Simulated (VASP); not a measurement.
# Hf3Sb4 (Pm-3m) in VASP: relaxation of cell and atoms with PBE

Aim: the relaxation of cell and atoms of Hf3Sb4 with PBE.

Program: VASP 6.6.1. These are calculated values, not measurements. Logs are shortened: lines on timing, memory, paths and dates and some standing lists are left out, and cuts for length are marked.

### 1 The cell of the first run

Symmetry: Pm-3m, No. 221, cubic system. Conventional cell: a = 6.222 Å, b = 6.222 Å, c = 6.222 Å, α = 90.00°, β = 90.00°, γ = 90.00°. Hf (site symmetry 4/mmm) has 6 Sb at 3.11 Å within 4.1 Å. Within 4.1 Å of Sb (site symmetry 4/mmm) lie 4 Hf at 3.11 Å. Sb (site symmetry m-3m) has 6 Hf at 3.11 Å within 4.1 Å.

### 2 Relaxation of cell and atoms, PBE (atoms taken out)

Input file INCAR:

```
PREC     = Accurate       # precision mode
ENCUT    = 600            # plane-wave cutoff, eV
EDIFF    = 1E-6           # SCF threshold, eV
ISMEAR   = 0              # smearing method
SIGMA    = 0.1            # smearing width, eV
LREAL    = False          # projectors in reciprocal space
LASPH    = True           # aspherical terms in the spheres
NELM     = 100            # most SCF steps
ALGO     = Normal         # electronic algorithm
ISIF     = 3              # what is computed and relaxed
LWAVE    = False          # write WAVECAR
LCHARG   = False          # write CHGCAR
GGA      = PE             # functional
IBRION   = 2              # ionic algorithm
NSW      = 90             # ionic steps
EDIFFG   = -0.04          # ionic threshold
```

Input file KPOINTS:

```
regular mesh
0
Gamma
  4 4 4
```

Input file POSCAR:

```
Hf3Sb4
1.0
    6.2220000000      0.0000000000      0.0000000000
    0.0000000000      6.2220000000      0.0000000000
    0.0000000000      0.0000000000      6.2220000000
Hf Sb
3 4
Direct
    0.5000000000      0.0000000000      0.0000000000
    0.0000000000      0.5000000000      0.0000000000
    0.0000000000      0.0000000000      0.5000000000
    0.0000000000      0.5000000000      0.5000000000
    0.5000000000      0.0000000000      0.5000000000
    0.5000000000      0.5000000000      0.0000000000
    0.0000000000      0.0000000000      0.0000000000
```

Potentials or basis: VASP PAW PBE potentials, release 64 (Hf_pv, Sb).

Command:

```
cat potpaw_PBE.64/Hf_pv/POTCAR potpaw_PBE.64/Sb/POTCAR > POTCAR
mpirun -np 1 vasp_std > vasp.out
```

OUTCAR:

```text
PREC = Accurate
   ENCUT = 600
   EDIFF = 1E-6
   ISMEAR = 0
   LREAL = False
   LASPH = True
   NELM = 100
   ISIF = 3
   GGA = PE
   IBRION = 2
   NSW = 90
   EDIFFG = -0.04

 ion  position               nearest neighbor table
   1  0.500  0.000  0.000-   5 3.11   6 3.11   7 3.11   5 3.11   6 3.11   7 3.11
   2  0.000  0.500  0.000-   4 3.11   6 3.11   7 3.11   4 3.11   7 3.11   6 3.11
   3  0.000  0.000  0.500-   4 3.11   5 3.11   7 3.11   7 3.11   4 3.11   5 3.11
   4  0.000  0.500  0.500-   2 3.11   3 3.11   2 3.11   3 3.11
   5  0.500  0.000  0.500-   1 3.11   3 3.11   1 3.11   3 3.11
   6  0.500  0.500  0.000-   1 3.11   2 3.11   1 3.11   2 3.11
   7  0.000  0.000  0.000-   1 3.11   2 3.11   3 3.11   3 3.11   2 3.11   1 3.11

  LATTYP: Found a simple cubic cell.
 ALAT       =     6.2220000000

  Lattice vectors:

 A1 = (   6.2220000000,   0.0000000000,   0.0000000000)
 A2 = (   0.0000000000,   6.2220000000,   0.0000000000)
 A3 = (   0.0000000000,   0.0000000000,   6.2220000000)

Analysis of symmetry for initial positions (statically):
=====================================================================
 Subroutine PRICEL returns:
 Original cell was already a primitive cell.

 Routine SETGRP: Setting up the symmetry group for a
 simple cubic supercell.

 Subroutine GETGRP returns: Found 48 space group operations
 (whereof 48 operations were pure point group operations)
 out of a pool of 48 trial point group operations.

The static configuration has the point symmetry O_h .

Analysis of symmetry for dynamics (positions and initial velocities):
=====================================================================
 Subroutine PRICEL returns:
 Original cell was already a primitive cell.

 Routine SETGRP: Setting up the symmetry group for a
 simple cubic supercell.

 Subroutine GETGRP returns: Found 48 space group operations
 (whereof 48 operations were pure point group operations)
 out of a pool of 48 trial point group operations.

The dynamic configuration has the point symmetry O_h .

 Subroutine INISYM returns: Found 48 space group operations
 (whereof 48 operations are pure point group operations),
 and found     1 'primitive' translations

----------------------------------------------------------------------------------------

                                     Primitive cell

  volume of cell :     240.8741

  direct lattice vectors                    reciprocal lattice vectors
     6.222000000  0.000000000  0.000000000     0.160720026  0.000000000  0.000000000
     0.000000000  6.222000000  0.000000000     0.000000000  0.160720026  0.000000000
[... 64 lines left out ...]
   total plane-waves  NPLWV = 125000
   dimension x,y,z NGX =    50 NGY =   50 NGZ =   50
   dimension x,y,z NGXF=   100 NGYF=  100 NGZF=  100
   ions per type =               3   4
   NGX,Y,Z   is equivalent  to a cutoff of  13.36, 13.36, 13.36 a.u.
   NGXF,Y,Z  is equivalent  to a cutoff of  26.72, 26.72, 26.72 a.u.
 SYSTEM =  unknown system
   PREC   = accura    normal or accurate (medium, high low for compatibility)
   ISTART =      0    job   : 0-new  1-cont  2-samecut
   ICHARG =      2    charge: 1-file 2-atom 10-const
   ISPIN  =      1    spin polarized calculation?
   LNONCOLLINEAR =      F non collinear calculations
   LSORBIT =      F    spin-orbit coupling
   LASPH  =      T    aspherical Exc in radial PAW
   ENCUT  =  600.0 eV  44.10 Ry    6.64 a.u.  12.43 12.43 12.43*2*pi/ulx,y,z
   NELM   =    100;   NELMIN=  2; NELMDL= -5     # of ELM steps
   EDIFF  = 0.1E-05   stopping-criterion for ELM
   LREAL  =      F    real-space projection
   EDIFFG = -.4E-01   stopping-criterion for IOM
   NSW    =     90    number of steps for IOM
   IBRION =      2    ionic relax: 0-MD 1-quasi-New 2-CG
   NFREE  =      1    steps in history (QN), initial steepest desc. (CG)
   ISIF   =      3    stress and relaxation
   ISYM   =      2    0-nonsym 1-usesym 2-fastsym
   POTIM  = 0.5000    time-step for ionic-motion
   TEBEG  =    0.0;   TEEND  =   0.0 temperature during run
   PSTRESS=    0.0 pullay stress
   NELECT =      50.0000    total number of electrons
   NUPDOWN=      -1.0000    fix difference up-down
   EMIN   =  10.00;   EMAX   =-10.00  energy-range for DOS
   EFERMI =   0.00;   METHOD = LEGACY
   ISMEAR =     0;   SIGMA  =   0.10  broadening in eV -4-tet -1-fermi 0-gaus
   EFERMI_NEDOS =   21; number of points for ismear=-14 and -15
   IALGO  =     38    algorithm
   IMIX   =      4    mixing-type and parameters
     AMIX     =   0.40;   BMIX     =  1.00
     AMIX_MAG =   1.60;   BMIX_MAG =  1.00
  volume/ion in A,a.u.               =      34.41       232.21
  Fermi-wavevector in a.u.,A,eV,Ry     =   0.969322  1.831753 12.783837  0.939586
  Thomas-Fermi vector in A             =   2.099365
   LORBIT       =      0    0 simple, 1 ext, 2 COOP (PROOUT), +10 PAW based schemes
   GGA     = PE    functional components
   LHFCALC =     F    Hartree Fock is set to
   AEXX    =    0.0000 exact exchange contribution
   IVDW    =     0    specifies the selected vdW correction
   LEPSILON=     F    determine dielectric tensor
   LRPA    =     F    only Hartree local field effects (RPA)
 conjugate gradient relaxation of ions
 non-spin polarized calculation
 Gauss-broadening in eV      SIGMA  =   0.10
  energy-cutoff  :      600.00
  volume of cell :      240.87
 maximum number of plane-waves:      8121
 NGX is ok and might be reduce to    50
   NGX = 25   NGY = 25   NGZ = 25

--------------------------------------- Ionic step        1  -------------------------------------------

 number of electron      49.9999994 magnetization

 Free energy of the ion-electron system (eV)
  ---------------------------------------------------
  ext. energy  EPLUGINS =         0.00000000
  ---------------------------------------------------
  free energy    TOTEN  =       -45.75537137 eV

  energy without entropy =      -45.71078805  energy(sigma->0) =      -45.73307971

 E-fermi :   4.2652     XC(G=0):  -9.0609

 val. band max:        4.2549243443   @ k =   0.2500   0.2500   0.0000
 cond. band min:       4.2708026102   @ k =   0.0000   0.0000   0.0000
 fundamental gap:      0.0158782658
 Fermi energy:         4.2651836465

 k-point     1 :       0.0000    0.0000    0.0000
  band No.  band energies     occupation
      1     -28.2404      2.00000
      2     -28.2404      2.00000
      3     -28.2404      2.00000
      4     -28.0969      2.00000
      5     -28.0969      2.00000
      6     -28.0969      2.00000
[... 441 lines left out ...]
--------------------------------------- Ionic step        4  -------------------------------------------

 number of electron      50.0000003 magnetization

 Free energy of the ion-electron system (eV)
  ---------------------------------------------------
  ext. energy  EPLUGINS =         0.00000000
  ---------------------------------------------------
  free energy    TOTEN  =       -47.91914116 eV

  energy without entropy =      -47.88240436  energy(sigma->0) =      -47.90077276

 E-fermi :   6.3192     XC(G=0): -10.0388

 val. band max:        6.3114479303   @ k =   0.2500   0.2500   0.0000
 cond. band min:       6.3638594856   @ k =   0.2500   0.2500   0.0000
 fundamental gap:      0.0524115553
 Fermi energy:         6.3191855016

 k-point     1 :       0.0000    0.0000    0.0000
  band No.  band energies     occupation
      1     -25.5775      2.00000
      2     -25.5775      2.00000
      3     -25.5775      2.00000
      4     -25.4399      2.00000
      5     -25.4399      2.00000
      6     -25.4399      2.00000
[... 353 lines left out ...]
  FREE ENERGIE OF THE ION-ELECTRON SYSTEM (eV)
  ---------------------------------------------------
  free  energy   TOTEN  =       -47.9191411594 eV

  energy  without entropy=      -47.8824043606  energy(sigma->0) =      -47.90077276

 reached required accuracy - stopping structural energy minimisation
```

OSZICAR:

```text
N       E                     dE             d eps       ncg     rms          rms(c)
DAV:   1     0.271666526348E+03    0.27167E+03   -0.24217E+04   672   0.156E+03
DAV:   2    -0.265435390578E+02   -0.29821E+03   -0.29009E+03   724   0.312E+02
DAV:   3    -0.496015353327E+02   -0.23058E+02   -0.22583E+02   744   0.635E+01
[... 42 lines left out ...]
DAV:   2    -0.479200571086E+02    0.24924E-02   -0.67308E-03   600   0.424E-01    0.192E-01
DAV:   3    -0.479193649471E+02    0.69216E-03   -0.13595E-03   734   0.179E-01    0.762E-02
DAV:   4    -0.479191581953E+02    0.20675E-03   -0.36237E-04   732   0.899E-02    0.478E-02
DAV:   5    -0.479191407259E+02    0.17469E-04   -0.52827E-05   784   0.354E-02    0.549E-02
DAV:   6    -0.479191411594E+02   -0.43354E-06   -0.86524E-06   644   0.138E-02
   4 F= -.47919141E+02 E0= -.47900773E+02  d E =-.216377E+01
```

Run time: 4.8 min. Hardware: 1 thread of Intel Xeon Platinum 8259CL at 2.50GHz (Skylake/Cascade Lake), shared host; peak memory 0.41 GiB.

What came out:

| Property | Result |
| --- | --- |
| Free energy | -47.9191 eV |
| Relaxed volume | 27.26 Å³/atom |
| Relaxed cell | a = 5.757 Å, b = 5.757 Å, c = 5.757 Å, α = 90.00°, β = 90.00°, γ = 90.00° |
| Space group after relaxing (to 0.1 Å) | Pm-3m (No. 221) |
| Energy gained by relaxing | 309.1 meV/atom |
| Ionic steps | 4 |
| Pressure after relaxing | 0.1 GPa |
| Band gap on the k mesh | zero (bands 25 and 26 overlap by 1.74 eV) |

The path:
```tsv
step	energy change (eV)	largest force (eV/Å)	pressure (GPa)	volume (Å³)
1	0.0000	0.0000	-11.26	240.87
2	-1.0996	0.0000	15.34	166.04
3	-2.1634	0.0000	-0.24	191.73
4	-2.1638	0.0000	0.14	190.82
```

Final structure:
```xyz
7
Lattice="5.7572 0.0000 0.0000 0.0000 5.7572 0.0000 0.0000 0.0000 5.7572" Properties=species:S:1:pos:R:3 pbc="T T T"
Hf    2.8786    0.0000    0.0000
Hf    0.0000    2.8786    0.0000
Hf    0.0000    0.0000    2.8786
Sb    0.0000    2.8786    2.8786
Sb    2.8786    0.0000    2.8786
Sb    2.8786    2.8786    0.0000
Sb    0.0000    0.0000    0.0000
```

Levels at points of the mesh, in eV from the Fermi level:
```
           k point  band 22  band 23  band 24  band 25  band 26  band 27  band 28  band 29
(0.00, 0.00, 0.00)    -1.25    -1.14    -1.14    -1.14     0.55     0.55     0.55     0.56
(0.50, 0.00, 0.00)    -1.11    -0.95    -0.95    -0.94    -0.94     0.11     0.65     1.13
(0.50, 0.50, 0.00)    -2.69    -2.69    -2.48     0.80     0.98     1.08     1.55     1.55
(0.50, 0.50, 0.50)    -2.96    -2.96    -0.26    -0.26     1.55     1.55     1.55     1.61
```

Caveat: the cell differs from its parent crystal (atoms taken out); the volume moved by over 15 % at a fixed basis, so the end points are rough; spin-orbit coupling is left out, which moves the levels of the heavy elements.

The gap in the log of VASP goes by the Fermi energy; the results here count the filled bands.